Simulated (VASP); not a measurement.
# ScPt (P4/mmm) in VASP: notebook

ScPt is run at these levels: LDA; tasks: single point.

Everything below comes from runs of VASP 6.6.1. Logs are shortened: lines on timing, memory, paths and dates and some standing lists are left out, and cuts for length are marked.

## (1) The cell of the first run

The structure is tetragonal, space group P4/mmm (No. 123). The conventional cell has a = 3.205 Å, b = 3.205 Å, c = 3.270 Å, α = 90.00°, β = 90.00°, γ = 90.00°. Sc (site symmetry 4/mmm) has 8 Pt at 2.79 Å and 6 Sc at 3.20 to 3.27 Å within 3.7 Å. Pt (site symmetry 4/mmm) has 8 Sc at 2.79 Å and 6 Pt at 3.20 to 3.27 Å within 3.7 Å.

## (2) Single point, LDA (equal xx and yy strain of -2 %)

Contents of INCAR:

```
SYSTEM = ScPt
  PREC = Accurate
  ENCUT = 520
  EDIFF = 1E-6
  ISMEAR = -1
  SIGMA = 0.05
  LREAL = .FALSE.
  LASPH = .TRUE.
  NELM = 80
  ALGO = Normal
  ISIF = 2
  LWAVE = .FALSE.
  LCHARG = .FALSE.
  NBANDS = 18
```

Contents of KPOINTS:

```
Automatic mesh
0
G
  10 10 10
  0 0 0
```

Contents of POSCAR:

```
ScPt
1.0
    3.2046000000      0.0000000000      0.0000000000
    0.0000000000      3.2046000000      0.0000000000
    0.0000000000      0.0000000000      3.2700000000
Sc Pt
1 1
Direct
    0.5000000000      0.5000000000      0.5000000000
    0.0000000000      0.0000000000      0.0000000000
```

Potentials or basis: VASP PAW LDA potentials, release 64 (Sc_sv, Pt).

Run with:

```sh
cat potpaw_LDA.64/Sc_sv/POTCAR potpaw_LDA.64/Pt/POTCAR > POTCAR
mpirun -np 1 vasp_std > vasp.out
```

OUTCAR:

```text
SYSTEM = ScPt
   PREC = Accurate
   ENCUT = 520
   EDIFF = 1E-6
   ISMEAR = -1
   LREAL = .FALSE.
   LASPH = .TRUE.
   NELM = 80
   ISIF = 2

 ion  position               nearest neighbor table
   1  0.500  0.500  0.500-   2 2.79   2 2.79   2 2.79   2 2.79   2 2.79   2 2.79   2 2.79   2 2.79

   2  0.000  0.000  0.000-   1 2.79   1 2.79   1 2.79   1 2.79   1 2.79   1 2.79   1 2.79   1 2.79

  LATTYP: Found a simple tetragonal cell.
 ALAT       =     3.2046000000
 C/A-ratio  =     1.0204081633

  Lattice vectors:

 A1 = (   3.2046000000,   0.0000000000,   0.0000000000)
 A2 = (   0.0000000000,   3.2046000000,   0.0000000000)
 A3 = (   0.0000000000,   0.0000000000,   3.2700000000)

Analysis of symmetry for initial positions (statically):
=====================================================================
 Subroutine PRICEL returns:
 Original cell was already a primitive cell.

 Routine SETGRP: Setting up the symmetry group for a
 simple tetragonal supercell.

 Subroutine GETGRP returns: Found 16 space group operations
 (whereof 16 operations were pure point group operations)
 out of a pool of 16 trial point group operations.

The static configuration has the point symmetry D_4h.

Analysis of symmetry for dynamics (positions and initial velocities):
=====================================================================
 Subroutine PRICEL returns:
 Original cell was already a primitive cell.

 Routine SETGRP: Setting up the symmetry group for a
 simple tetragonal supercell.

 Subroutine GETGRP returns: Found 16 space group operations
 (whereof 16 operations were pure point group operations)
 out of a pool of 16 trial point group operations.

The dynamic configuration has the point symmetry D_4h.

 Subroutine INISYM returns: Found 16 space group operations
 (whereof 16 operations are pure point group operations),
 and found     1 'primitive' translations

----------------------------------------------------------------------------------------

                                     Primitive cell

  volume of cell :      33.5811

  direct lattice vectors                    reciprocal lattice vectors
     3.204600000  0.000000000  0.000000000     0.312051426  0.000000000  0.000000000
     0.000000000  3.204600000  0.000000000     0.000000000  0.312051426  0.000000000
     0.000000000  0.000000000  3.270000000     0.000000000  0.000000000  0.305810398

  length of vectors
     3.204600000  3.204600000  3.270000000     0.312051426  0.312051426  0.305810398

  position of ions in fractional coordinates (direct lattice)
     0.500000000  0.500000000  0.500000000
     0.000000000  0.000000000  0.000000000

  ion indices of the primitive-cell ions
   primitive index   ion index
                 1           1
                 2           2

----------------------------------------------------------------------------------------

 KPOINTS: Automatic mesh

Automatic generation of k-mesh.
 Grid dimensions read from file:
 generate k-points for:   10   10   10

 Generating k-lattice:

  Cartesian coordinates                     Fractional coordinates (reciprocal lattice)
     0.031205143  0.000000000  0.000000000     0.100000000  0.000000000  0.000000000
     0.000000000  0.031205143  0.000000000     0.000000000  0.100000000  0.000000000
     0.000000000  0.000000000  0.030581040     0.000000000  0.000000000  0.100000000

  Length of vectors
     0.031205143  0.031205143  0.030581040

  Shift w.r.t. Gamma in fractional coordinates (k-lattice)
     0.000000000  0.000000000  0.000000000

 Subroutine IBZKPT returns following result:
 ===========================================

 Found    126 irreducible k-points:

 Following reciprocal coordinates:
            Coordinates               Weight
  0.000000  0.000000  0.000000      1.000000
  0.100000  0.000000  0.000000      4.000000
  0.200000  0.000000  0.000000      4.000000
  0.300000  0.000000  0.000000      4.000000
  0.400000  0.000000  0.000000      4.000000
  0.500000  0.000000  0.000000      2.000000
[... 16 lines left out ...]
  0.100000  0.000000  0.100000      8.000000
  0.200000  0.000000  0.100000      8.000000
 [... further k-points ...]
   k-points           NKPTS =    126   k-points in BZ     NKDIM =    126   number of bands    NBANDS=     18
   number of dos      NEDOS =    301   number of ions     NIONS =      2
   total plane-waves  NPLWV =  13824
   dimension x,y,z NGX =    24 NGY =   24 NGZ =   24
   dimension x,y,z NGXF=    48 NGYF=   48 NGZF=   48
   ions per type =               1   1
   NGX,Y,Z   is equivalent  to a cutoff of  12.45, 12.45, 12.20 a.u.
   NGXF,Y,Z  is equivalent  to a cutoff of  24.90, 24.90, 24.40 a.u.
 SYSTEM =  ScPt
   PREC   = accura    normal or accurate (medium, high low for compatibility)
   ISTART =      0    job   : 0-new  1-cont  2-samecut
   ICHARG =      2    charge: 1-file 2-atom 10-const
   ISPIN  =      1    spin polarized calculation?
   LNONCOLLINEAR =      F non collinear calculations
   LSORBIT =      F    spin-orbit coupling
   LASPH  =      T    aspherical Exc in radial PAW
   ENCUT  =  520.0 eV  38.22 Ry    6.18 a.u.   5.96  5.96  6.08*2*pi/ulx,y,z
   NELM   =     80;   NELMIN=  2; NELMDL= -5     # of ELM steps
   EDIFF  = 0.1E-05   stopping-criterion for ELM
   LREAL  =      F    real-space projection
   EDIFFG = 0.1E-04   stopping-criterion for IOM
   NSW    =      0    number of steps for IOM
   IBRION =     -1    ionic relax: 0-MD 1-quasi-New 2-CG
   NFREE  =      0    steps in history (QN), initial steepest desc. (CG)
   ISIF   =      2    stress and relaxation
   ISYM   =      2    0-nonsym 1-usesym 2-fastsym
   POTIM  = 0.5000    time-step for ionic-motion
   TEBEG  =    0.0;   TEEND  =   0.0 temperature during run
   PSTRESS=    0.0 pullay stress
   NELECT =      21.0000    total number of electrons
   NUPDOWN=      -1.0000    fix difference up-down
   EMIN   =  10.00;   EMAX   =-10.00  energy-range for DOS
   EFERMI =   0.00;   METHOD = LEGACY
   ISMEAR =    -1;   SIGMA  =   0.05  broadening in eV -4-tet -1-fermi 0-gaus
   EFERMI_NEDOS =   21; number of points for ismear=-14 and -15
   IALGO  =     38    algorithm
   IMIX   =      4    mixing-type and parameters
     AMIX     =   0.40;   BMIX     =  1.00
     AMIX_MAG =   1.60;   BMIX_MAG =  1.00
  volume/ion in A,a.u.               =      16.79       113.31
  Fermi-wavevector in a.u.,A,eV,Ry     =   1.399962  2.645544 26.665956  1.959893
  Thomas-Fermi vector in A             =   2.522969
   LORBIT       =      0    0 simple, 1 ext, 2 COOP (PROOUT), +10 PAW based schemes
   GGA     = CA    functional components
   LHFCALC =     F    Hartree Fock is set to
   AEXX    =    0.0000 exact exchange contribution
   IVDW    =     0    specifies the selected vdW correction
   LEPSILON=     F    determine dielectric tensor
   LRPA    =     F    only Hartree local field effects (RPA)
 non-spin polarized calculation
  energy-cutoff  :      520.00
  volume of cell :       33.58
 maximum number of plane-waves:       922
 NGX is ok and might be reduce to    24
   NGX = 11   NGY = 11   NGZ = 13

 number of electron      21.0000002 magnetization

 Free energy of the ion-electron system (eV)
  ---------------------------------------------------
  ext. energy  EPLUGINS =         0.00000000
  ---------------------------------------------------
  free energy    TOTEN  =       -16.66902377 eV

  energy without entropy =      -16.65348040  energy(sigma->0) =      -16.66125209

 E-fermi :   8.3720     XC(G=0): -12.4516

 val. band max:        8.3697274937   @ k =   0.5000   0.0000   0.1000
 cond. band min:       8.3739998267   @ k =   0.4000   0.2000   0.1000
 fundamental gap:      0.0042723330
 Fermi energy:         8.3719928839

 k-point     1 :       0.0000    0.0000    0.0000
  band No.  band energies     occupation
      1     -40.7612      2.00000
      2     -19.6451      2.00000
      3     -19.6244      2.00000
      4     -19.6244      2.00000
      5       0.0279      2.00000
      6       2.8134      2.00000
[... 10 lines left out ...]
     17      16.0619      0.00000
     18      16.0619      0.00000

 k-point     2 :       0.1000    0.0000    0.0000
  band No.  band energies     occupation
      1     -40.7582      2.00000
      2     -19.6545      2.00000
      3     -19.6437      2.00000
      4     -19.6229      2.00000
      5       0.2228      2.00000
      6       2.8885      2.00000
[... 10 lines left out ...]
     17      16.1702      0.00000
     18      16.6798      0.00000

 k-point     3 :       0.2000    0.0000    0.0000
  band No.  band energies     occupation
      1     -40.7504      2.00000
      2     -19.7325      2.00000
      3     -19.6399      2.00000
      4     -19.6191      2.00000
      5       0.7751      2.00000
      6       3.0870      2.00000
[... 10 lines left out ...]
     17      17.6591      0.00000
     18      18.1138      0.00000

 k-point     4 :       0.3000    0.0000    0.0000
  band No.  band energies     occupation
      1     -40.7408      2.00000
      2     -19.8275      2.00000
      3     -19.6353      2.00000
      4     -19.6143      2.00000
      5       1.5671      2.00000
      6       3.3663      2.00000
[... 375 lines left out ...]
      4     -19.6235      2.00000
      5       0.2131      2.00000
      6       2.8793      2.00000
[... 10 lines left out ...]
     17      16.6620      0.00000
     18      16.6620      0.00000

 k-point    23 :       0.1000    0.0000    0.1000
  band No.  band energies     occupation
      1     -40.7559      2.00000
      2     -19.6699      2.00000
      3     -19.6521      2.00000
      4     -19.6218      2.00000
      5       0.4023      2.00000
      6       2.9721      2.00000
[... 10 lines left out ...]
     17      15.9225      0.00000
     18      17.1428      0.00000

 k-point    24 :       0.2000    0.0000    0.1000
  band No.  band energies     occupation
      1     -40.7482      2.00000
      2     -19.7306      2.00000
      3     -19.6633      2.00000
      4     -19.6175      2.00000
      5       0.9356      2.00000
      6       3.1686      2.00000
[... 10 lines left out ...]
     17      16.8294      0.00000
     18      18.3760      0.00000

 [... further k-points ...]
[... 5 lines left out ...]
  --------------------------------------------------------------------------------------
  -------------------------------------------------------------------------------------
  Total        0.2409988      0.2409988      0.3292240      0.0000000      0.0000000      0.0000000
  in kB       11.4982055     11.4982055     15.7074861      0.0000000      0.0000000      0.0000000
  external PRESSURE =      12.9012990 kB  Pullay stress =       0.0000000 kB

 VOLUME and BASIS-vectors are now :
 -----------------------------------------------------------------------------
  energy-cutoff  :      520.00
  volume of cell :       33.58
      direct lattice vectors                 reciprocal lattice vectors
     3.204600000  0.000000000  0.000000000     0.312051426  0.000000000  0.000000000
     0.000000000  3.204600000  0.000000000     0.000000000  0.312051426  0.000000000
     0.000000000  0.000000000  3.270000000     0.000000000  0.000000000  0.305810398

 POSITION                                       TOTAL-FORCE (eV/Angst)
 -----------------------------------------------------------------------------------
      1.60230      1.60230      1.63500         0.000000      0.000000      0.000000
      0.00000      0.00000      0.00000         0.000000      0.000000      0.000000
 -----------------------------------------------------------------------------------
    total drift:                                0.000000      0.000000     -0.000000

  FREE ENERGIE OF THE ION-ELECTRON SYSTEM (eV)
  ---------------------------------------------------
  free  energy   TOTEN  =       -16.6690237712 eV

  energy  without entropy=      -16.6534803996  energy(sigma->0) =      -16.66125209
```

It took 17 s on 1 thread of Intel Xeon 6975P-C (Granite Rapids), shared host; peak memory 0.19 GiB.

Results:

* Free energy: -16.6690 eV
* Pressure: 1.3 GPa
* Band gap on the k mesh: zero (an odd number of electrons rules out a gap without spin polarisation)

Stress tensor (GPa, compression positive):
```
1.15 0.00 0.00
0.00 1.15 0.00
0.00 0.00 1.57
```

Caveat: the cell differs from its parent crystal (equal xx and yy strain of -2 %); spin-orbit coupling is left out, which moves the levels of the heavy elements.

(Part 1 of 2 ends here.)
